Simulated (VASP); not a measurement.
A run of VASP 6.6.1 is set up as follows.

POSCAR

```
SnSe
1.0
    3.8574853406      0.0000000000      0.0000000000
    0.0000000000      4.7147043052      0.0000000000
    0.0000000000      0.0000000000     10.9898489716
Sn Se
2 2
Direct
    0.5000000000      0.0000000000      0.3713940265
    0.0000000000      0.5000000000      0.6286059735
    0.5000000000      0.0000000000      0.6150878825
    0.0000000000      0.5000000000      0.3849121175
```

File INCAR.step1:

```
SYSTEM = SnSe
ALGO = Normal
EDIFF = 1E-4
ENCUT = 520
GGA = PE
ISMEAR = 0
LASPH = .TRUE.
LCHARG = .FALSE.
LREAL = .FALSE.
LWAVE = .TRUE.
NBANDS = 28
NELM = 60
PREC = Accurate
SIGMA = 0.05
```

INCAR.step2

```
SYSTEM = SnSe
ALGO = Normal
EDIFF = 1E-6
ENCUT = 520
ISIF = 2
ISMEAR = 0
ISTART = 1
LASPH = .TRUE.
LCHARG = .TRUE.
LELF = .TRUE.
LMIXTAU = .TRUE.
LREAL = .FALSE.
LVHAR = .TRUE.
LWAVE = .FALSE.
METAGGA = R2SCAN
NBANDS = 28
NELM = 60
PREC = Accurate
SIGMA = 0.05
```

Contents of KPOINTS:

```
k-points
0
G
  6 6 4
  0 0 0
```

Potentials or basis: VASP PAW PBE potentials, release 64 (Sn_d, Se).

Command:

```console
$ cat potpaw_PBE.64/Sn_d/POTCAR potpaw_PBE.64/Se/POTCAR > POTCAR
$ cp INCAR.step1 INCAR
$ mpirun -np 1 vasp_std > vasp.out
$ cp INCAR.step2 INCAR
$ mpirun -np 1 vasp_std > vasp.out
```

What does it give for the band gap on the k mesh?

0.60 eV (least direct gap 1.55 eV).

Predict the largest force.

0.100 eV/Å.

Forces in eV/Å, atoms in the order of the input:
```
Sn   0.000  0.000  0.100
Sn   0.000  0.000 -0.100
Se   0.000  0.000 -0.068
Se   0.000  0.000  0.068
```

Caveat: the cell differs from its parent crystal (strain -0.1000 x Voigt [1, -1, 0, 0, 0, 0]); there is no dipole correction, which matters where the two faces differ; semilocal functionals underestimate gaps, and a narrow one can read as zero; the PAW data sets were made with another functional, which shifts forces and pressure a little; spin-orbit coupling is left out, which moves the levels of the heavy elements.
